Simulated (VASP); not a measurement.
# Si2Mo (I4/mmm) in VASP: notebook

The runs below take Si2Mo through single point, with PBEsol.

Everything below comes from runs of VASP 6.6.1. Logs are shortened: lines on timing, memory, paths and dates and some standing lists are left out, and cuts for length are marked.

## (1) The cell of the first run

The structure is tetragonal, space group I4/mmm (No. 139). The conventional cell has a = 3.190 Å, b = 3.190 Å, c = 7.352 Å, α = 90.00°, β = 90.00°, γ = 90.00°. Si (site symmetry 4mm) has 9 Si at 2.43 to 3.19 Å and 5 Mo at 2.46 to 2.56 Å within 3.2 Å. Mo (site symmetry 4/mmm) has 10 Si at 2.46 to 2.56 Å and 4 Mo at 3.19 Å within 3.3 Å.

## (2) Single point, PBEsol (strain -0.0600 x Voigt [0, 0, 1, 0, 0, 0])

Input file INCAR:

```
SYSTEM = Si2Mo
PREC = Accurate
ENCUT = 520
EDIFF = 1E-7
ISMEAR = 0
SIGMA = 0.15
LREAL = .FALSE.
LASPH = .TRUE.
NELM = 100
ALGO = Normal
ISIF = 2
LWAVE = .FALSE.
LCHARG = .FALSE.
GGA = PS
NBANDS = 18
```

Input file KPOINTS:

```
regular mesh
0
G
  20 20 20
  0 0 0
```

Input file POSCAR:

```
Si2Mo
1.0
   -1.5950350850      1.5950350850      3.6760504817
    1.5950350850     -1.5950350850      3.6760504817
    1.5950350850      1.5950350850     -3.6760504817
Si Mo
2 1
Direct
    0.3350596647      0.3350596647      0.0000000000
    0.6649403353      0.6649403353      0.0000000000
    0.0000000000      0.0000000000      0.0000000000
```

Potentials or basis: VASP PAW PBE potentials, release 64 (Si, Mo_sv).

Command:

```
$ cat potpaw_PBE.64/Si/POTCAR potpaw_PBE.64/Mo_sv/POTCAR > POTCAR
$ mpirun -np 1 vasp_std > vasp.out
```

OUTCAR:

```text
SYSTEM = Si2Mo
   PREC = Accurate
   ENCUT = 520
   EDIFF = 1E-7
   ISMEAR = 0
   LREAL = .FALSE.
   LASPH = .TRUE.
   NELM = 100
   ISIF = 2
   GGA = PS

 ion  position               nearest neighbor table
   1  0.335  0.335  0.000-   2 2.43   3 2.46   3 2.56   3 2.56   3 2.56   3 2.56   2 2.58   2 2.58
                             2 2.58   2 2.58
   2  0.665  0.665  0.000-   1 2.43   3 2.46   3 2.56   3 2.56   3 2.56   3 2.56   1 2.58   1 2.58
                             1 2.58   1 2.58
   3  0.000  0.000  0.000-   1 2.46   2 2.46   2 2.56   2 2.56   2 2.56   1 2.56   1 2.56   1 2.56
                             2 2.56   1 2.56

  LATTYP: Found a body centered tetragonal cell.
 ALAT       =     3.1900701700
 C/A-ratio  =     2.3046831485

  Lattice vectors:

 A1 = (  -1.5950350850,   1.5950350850,   3.6760504817)
 A2 = (   1.5950350850,  -1.5950350850,   3.6760504817)
 A3 = (   1.5950350850,   1.5950350850,  -3.6760504817)

Analysis of symmetry for initial positions (statically):
=====================================================================
 Subroutine PRICEL returns:
 Original cell was already a primitive cell.

 Routine SETGRP: Setting up the symmetry group for a
 body centered tetragonal supercell.

 Subroutine GETGRP returns: Found 16 space group operations
 (whereof 16 operations were pure point group operations)
 out of a pool of 16 trial point group operations.

The static configuration has the point symmetry D_4h.

Analysis of symmetry for dynamics (positions and initial velocities):
=====================================================================
 Subroutine PRICEL returns:
 Original cell was already a primitive cell.

 Routine SETGRP: Setting up the symmetry group for a
 body centered tetragonal supercell.

 Subroutine GETGRP returns: Found 16 space group operations
 (whereof 16 operations were pure point group operations)
 out of a pool of 16 trial point group operations.

The dynamic configuration has the point symmetry D_4h.

 Subroutine INISYM returns: Found 16 space group operations
 (whereof 16 operations are pure point group operations),
 and found     1 'primitive' translations

----------------------------------------------------------------------------------------

                                     Primitive cell

  volume of cell :      37.4095

  direct lattice vectors                    reciprocal lattice vectors
    -1.595035085  1.595035085  3.676050482     0.000000000  0.313472728  0.136015542
     1.595035085 -1.595035085  3.676050482     0.313472728  0.000000000  0.136015542
     1.595035085  1.595035085 -3.676050482     0.313472728  0.313472728  0.000000000

  length of vectors
     4.312959655  4.312959655  4.312959655     0.341709495  0.341709495  0.443317384

  position of ions in fractional coordinates (direct lattice)
     0.335059665  0.335059665  0.000000000
     0.664940335  0.664940335  0.000000000
     0.000000000  0.000000000  0.000000000

  ion indices of the primitive-cell ions
   primitive index   ion index
                 1           1
                 2           2
                 3           3

----------------------------------------------------------------------------------------

 KPOINTS: regular mesh

Automatic generation of k-mesh.
 Grid dimensions read from file:
 generate k-points for:   20   20   20

 Generating k-lattice:

  Cartesian coordinates                     Fractional coordinates (reciprocal lattice)
     0.000000000  0.015673636  0.006800777     0.050000000 -0.000000000  0.000000000
     0.015673636  0.000000000  0.006800777    -0.000000000  0.050000000  0.000000000
     0.015673636  0.015673636  0.000000000     0.000000000  0.000000000  0.050000000

  Length of vectors
     0.017085475  0.017085475  0.022165869

  Shift w.r.t. Gamma in fractional coordinates (k-lattice)
     0.000000000  0.000000000  0.000000000

 Subroutine IBZKPT returns following result:
 ===========================================

 Found    641 irreducible k-points:

 Following reciprocal coordinates:
            Coordinates               Weight
  0.000000  0.000000  0.000000      1.000000
  0.050000 -0.000000  0.000000      8.000000
  0.100000  0.000000  0.000000      8.000000
  0.150000  0.000000  0.000000      8.000000
  0.200000  0.000000  0.000000      8.000000
  0.250000  0.000000 -0.000000      8.000000
[... 16 lines left out ...]
 -0.400000  0.050000  0.000000     16.000000
 -0.350000  0.050000  0.000000     16.000000
 [... further k-points ...]
   k-points           NKPTS =    641   k-points in BZ     NKDIM =    641   number of bands    NBANDS=     18
   number of dos      NEDOS =    301   number of ions     NIONS =      3
   total plane-waves  NPLWV =  32768
   dimension x,y,z NGX =    32 NGY =   32 NGZ =   32
   dimension x,y,z NGXF=    64 NGYF=   64 NGZF=   64
   ions per type =               2   1
   NGX,Y,Z   is equivalent  to a cutoff of  12.33, 12.33, 12.33 a.u.
   NGXF,Y,Z  is equivalent  to a cutoff of  24.67, 24.67, 24.67 a.u.
 SYSTEM =  Si2Mo
   PREC   = accura    normal or accurate (medium, high low for compatibility)
   ISTART =      0    job   : 0-new  1-cont  2-samecut
   ICHARG =      2    charge: 1-file 2-atom 10-const
   ISPIN  =      1    spin polarized calculation?
   LNONCOLLINEAR =      F non collinear calculations
   LSORBIT =      F    spin-orbit coupling
   LASPH  =      T    aspherical Exc in radial PAW
   ENCUT  =  520.0 eV  38.22 Ry    6.18 a.u.   8.02  8.02  8.02*2*pi/ulx,y,z
   NELM   =    100;   NELMIN=  2; NELMDL= -5     # of ELM steps
   EDIFF  = 0.1E-06   stopping-criterion for ELM
   LREAL  =      F    real-space projection
   EDIFFG = 0.1E-05   stopping-criterion for IOM
   NSW    =      0    number of steps for IOM
   IBRION =     -1    ionic relax: 0-MD 1-quasi-New 2-CG
   NFREE  =      0    steps in history (QN), initial steepest desc. (CG)
   ISIF   =      2    stress and relaxation
   ISYM   =      2    0-nonsym 1-usesym 2-fastsym
   POTIM  = 0.5000    time-step for ionic-motion
   TEBEG  =    0.0;   TEEND  =   0.0 temperature during run
   PSTRESS=    0.0 pullay stress
   NELECT =      22.0000    total number of electrons
   NUPDOWN=      -1.0000    fix difference up-down
   EMIN   =  10.00;   EMAX   =-10.00  energy-range for DOS
   EFERMI =   0.00;   METHOD = LEGACY
   ISMEAR =     0;   SIGMA  =   0.15  broadening in eV -4-tet -1-fermi 0-gaus
   EFERMI_NEDOS =   21; number of points for ismear=-14 and -15
   IALGO  =     38    algorithm
   IMIX   =      4    mixing-type and parameters
     AMIX     =   0.40;   BMIX     =  1.00
     AMIX_MAG =   1.60;   BMIX_MAG =  1.00
  volume/ion in A,a.u.               =      12.47        84.15
  Fermi-wavevector in a.u.,A,eV,Ry     =   1.371582  2.591914 25.595782  1.881237
  Thomas-Fermi vector in A             =   2.497266
   LORBIT       =      0    0 simple, 1 ext, 2 COOP (PROOUT), +10 PAW based schemes
   GGA     = PS    functional components
   LHFCALC =     F    Hartree Fock is set to
   AEXX    =    0.0000 exact exchange contribution
   IVDW    =     0    specifies the selected vdW correction
   LEPSILON=     F    determine dielectric tensor
   LRPA    =     F    only Hartree local field effects (RPA)
 non-spin polarized calculation
 Gauss-broadening in eV      SIGMA  =   0.15
  energy-cutoff  :      520.00
  volume of cell :       37.41
 maximum number of plane-waves:      1030
   NGX = 17   NGY = 17   NGZ = 17

 number of electron      21.9999998 magnetization

 Free energy of the ion-electron system (eV)
  ---------------------------------------------------
  ext. energy  EPLUGINS =         0.00000000
  ---------------------------------------------------
  free energy    TOTEN  =       -24.79313791 eV

  energy without entropy =      -24.79094792  energy(sigma->0) =      -24.79204291

 E-fermi :  13.0846     XC(G=0): -12.8499

 val. band max:       13.0756952943   @ k =  -0.2000  -0.2000   0.1500
 cond. band min:      13.0961209104   @ k =  -0.3500  -0.3500   0.3000
 fundamental gap:      0.0204256161
 Fermi energy:        13.0845995406

 k-point     1 :       0.0000    0.0000    0.0000
  band No.  band energies     occupation
      1     -47.2671      2.00000
      2     -21.4803      2.00000
      3     -21.4332      2.00000
      4     -21.4332      2.00000
      5      -0.6710      2.00000
      6       6.5133      2.00000
[... 10 lines left out ...]
     17      19.1499      0.00000
     18      19.1499      0.00000

 k-point     2 :       0.0500   -0.0000    0.0000
  band No.  band energies     occupation
      1     -47.2665      2.00000
      2     -21.4800      2.00000
      3     -21.4403      2.00000
      4     -21.4325      2.00000
      5      -0.6228      2.00000
      6       6.5225      2.00000
[... 10 lines left out ...]
     17      19.1492      0.00000
     18      19.3760      0.00000

 k-point     3 :       0.1000    0.0000    0.0000
  band No.  band energies     occupation
      1     -47.2650      2.00000
      2     -21.4792      2.00000
      3     -21.4609      2.00000
      4     -21.4306      2.00000
      5      -0.4794      2.00000
      6       6.5425      2.00000
[... 10 lines left out ...]
     17      19.1709      0.00000
     18      19.9126      0.00000

 k-point     4 :       0.1500    0.0000    0.0000
  band No.  band energies     occupation
      1     -47.2627      2.00000
      2     -21.4933      2.00000
      3     -21.4774      2.00000
      4     -21.4277      2.00000
      5      -0.2438      2.00000
      6       6.5462      2.00000
[... 375 lines left out ...]
      4     -21.4140      2.00000
      5       2.6445      2.00000
      6       4.1131      2.00000
[... 10 lines left out ...]
     17      20.5594      0.00000
     18      21.6573      0.00000

 k-point    23 :      -0.4000    0.0500    0.0000
  band No.  band energies     occupation
      1     -47.2477      2.00000
      2     -21.6901      2.00000
      3     -21.4667      2.00000
      4     -21.4158      2.00000
      5       2.0248      2.00000
      6       4.7499      2.00000
[... 10 lines left out ...]
     17      20.6820      0.00000
     18      22.3576      0.00000

 k-point    24 :      -0.3500    0.0500    0.0000
  band No.  band energies     occupation
      1     -47.2500      2.00000
      2     -21.6591      2.00000
      3     -21.4679      2.00000
      4     -21.4188      2.00000
      5       1.4441      2.00000
      6       5.3688      2.00000
[... 10 lines left out ...]
     17      20.8193      0.00000
     18      22.2290      0.00000

 [... further k-points ...]
[... 5 lines left out ...]
  --------------------------------------------------------------------------------------
  -------------------------------------------------------------------------------------
  Total        1.7353764      1.7353764      9.7002697      0.0000000      0.0000000     -0.0000000
  in kB       74.3228440     74.3228440    415.4439620      0.0000000      0.0000000     -0.0000000
  external PRESSURE =     188.0298833 kB  Pullay stress =       0.0000000 kB

 VOLUME and BASIS-vectors are now :
 -----------------------------------------------------------------------------
  energy-cutoff  :      520.00
  volume of cell :       37.41
      direct lattice vectors                 reciprocal lattice vectors
    -1.595035085  1.595035085  3.676050482     0.000000000  0.313472728  0.136015542
     1.595035085 -1.595035085  3.676050482     0.313472728  0.000000000  0.136015542
     1.595035085  1.595035085 -3.676050482     0.313472728  0.313472728  0.000000000

 POSITION                                       TOTAL-FORCE (eV/Angst)
 -----------------------------------------------------------------------------------
      0.00000      0.00000      2.46339         0.000000      0.000000     -0.151346
      0.00000      0.00000      4.88871        -0.000000     -0.000000      0.151346
      0.00000      0.00000      0.00000         0.000000      0.000000      0.000000
 -----------------------------------------------------------------------------------
    total drift:                               -0.000000      0.000000      0.000000

  FREE ENERGIE OF THE ION-ELECTRON SYSTEM (eV)
  ---------------------------------------------------
  free  energy   TOTEN  =       -24.7931379053 eV

  energy  without entropy=      -24.7909479207  energy(sigma->0) =      -24.79204291
```

Wall time 9.4 min (1 thread of Intel Xeon 8259CL, shared host); peak memory 0.51 GiB.

What came out:

```
Free energy            : -24.7931 eV
Pressure               : 18.8 GPa
Largest force          : 0.151 eV/Å
Band gap on the k mesh : zero (bands 11 and 12 overlap by 0.83 eV)
```

Forces in eV/Å, atoms in the order of the input:
```
Si   0.000  0.000 -0.151
Si   0.000  0.000  0.151
Mo   0.000  0.000  0.000
```

Stress tensor (GPa, compression positive):
```
 7.43  0.00  0.00
 0.00  7.43  0.00
 0.00  0.00 41.54
```

Levels at points of the mesh, in eV from the Fermi level:
| k point | band 7 | band 8 | band 9 | band 10 | band 11 | band 12 | band 13 | band 14 | band 15 | band 16 |
| --- | --- | --- | --- | --- | --- | --- | --- | --- | --- | --- |
| (0.00, 0.00, 0.00) | -3.17 | -2.93 | -2.93 | -2.26 | 0.25 | 3.06 | 3.44 | 3.44 | 3.56 | 4.72 |
| (0.50, 0.00, 0.00) | -4.94 | -4.38 | -2.93 | -2.51 | -0.60 | 2.40 | 3.08 | 5.17 | 5.18 | 5.44 |
| (0.50, 0.50, 0.00) | -5.85 | -4.93 | -4.60 | -2.77 | -1.13 | 2.44 | 3.18 | 4.35 | 4.43 | 5.14 |
| (0.50, 0.50, 0.50) | -3.83 | -2.29 | -0.69 | -0.69 | -0.40 | -0.40 | 0.47 | 6.37 | 6.48 | 6.53 |

Caveat: the cell differs from its parent crystal (strain -0.0600 x Voigt [0, 0, 1, 0, 0, 0]); the stress differs along the axes, from 7 to 42 GPa; the PAW data sets were made with another functional, which shifts forces and pressure a little.

(Part 1 of 3 ends here.)

The gap in the log of VASP goes by the Fermi energy; the results here count the filled bands.